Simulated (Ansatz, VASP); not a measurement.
## Two plane-wave programs on In3GaAs4

File INCAR:

```
PREC = Accurate ; ENCUT = 520
EDIFF = 1E-6 ; ISMEAR = 0
SIGMA = 0.1 ; LREAL = F
LASPH = T ; NELM = 80
ALGO = Normal ; ISIF = 2
LWAVE = F ; LCHARG = T
GGA = PE ; LELF = T
LVHAR = T ; NBANDS = 46
```

Contents of KPOINTS:

```
Automatic mesh
0
Gamma
  4 4 2
```

File POSCAR:

```
In3GaAs4
1.0
    4.0690247400      0.0000000000      0.0000000000
    0.0000000000      4.0690247400      0.0000000000
    0.0000000000      0.0000000000     11.5089399600
In Ga As
3 1 4
Direct
    0.0000000000      0.0000000000      0.7500000000
    0.0000000000      0.0000000000      0.2500000000
    0.5000000000      0.5000000000      0.0000000000
    0.5000000000      0.5000000000      0.5000000000
    0.5000000000      0.0000000000      0.3750000000
    0.0000000000      0.5000000000      0.1250000000
    0.5000000000      0.0000000000      0.8750000000
    0.0000000000      0.5000000000      0.6250000000
```

Input for Ansatz:

```yaml
crystal:
  lattice:
    - [4.06902474, 0.0, 0.0]
    - [0.0, 4.06902474, 0.0]
    - [0.0, 0.0, 11.50893996]
  atoms:
    - { symbol: In, position: [0.0, 0.0, 0.75] }
    - { symbol: In, position: [0.0, 0.0, 0.25] }
    - { symbol: In, position: [0.5, 0.5, 0.0] }
    - { symbol: Ga, position: [0.5, 0.5, 0.5] }
    - { symbol: As, position: [0.5, 0.0, 0.375] }
    - { symbol: As, position: [0.0, 0.5, 0.125] }
    - { symbol: As, position: [0.5, 0.0, 0.875] }
    - { symbol: As, position: [0.0, 0.5, 0.625] }
basis:
  ecutwfc: 420
kpoints:
  mp_grid: { grid: [4, 4, 2] }
hamiltonian:
  xc: pbe
scf:
  occupations: { method: gaussian, width: 0.1 }
  lower_state_search: "off"
output:
  forces: true
  stress: true
  eigenvalues: true
```

Alike in both runs: task single point; functional PBE; k mesh 4 × 4 × 2; occupations gaussian, width 0.1 eV; no spin polarisation.

|  | VASP | Ansatz |
| --- | --- | --- |
| version | VASP 6.6.1 | Ansatz 0.2.0 |
| potentials or method | VASP PAW PBE potentials, release 64 (In_d, Ga_d, As), cutoff 520 eV | scalar-relativistic, plane waves, PAW |
| valence electrons in the cell | 72 | 112 |

```csv
,VASP,Ansatz,Ansatz less VASP
gap on the k mesh at the Fermi level (eV),0.42,0.42,-0.006
least direct gap on the mesh (eV),0.42,0.42,-0.006
pressure (GPa),13.3,13.2,-0.15
"traceless stress, the component that is largest in VASP (GPa)",-0.65,-0.65,+0.004
rms of the force components (eV/Å),0.483,0.484,+0.0008
```

Atom by atom the forces differ by 0.001 eV/Å (rms over components). With one functional, cell and mesh, what is left measures potentials, basis and numerics. VASP's potentials hold 72 valence electrons a cell and Ansatz's 112, so a difference there can come from the potentials and not from the codes.
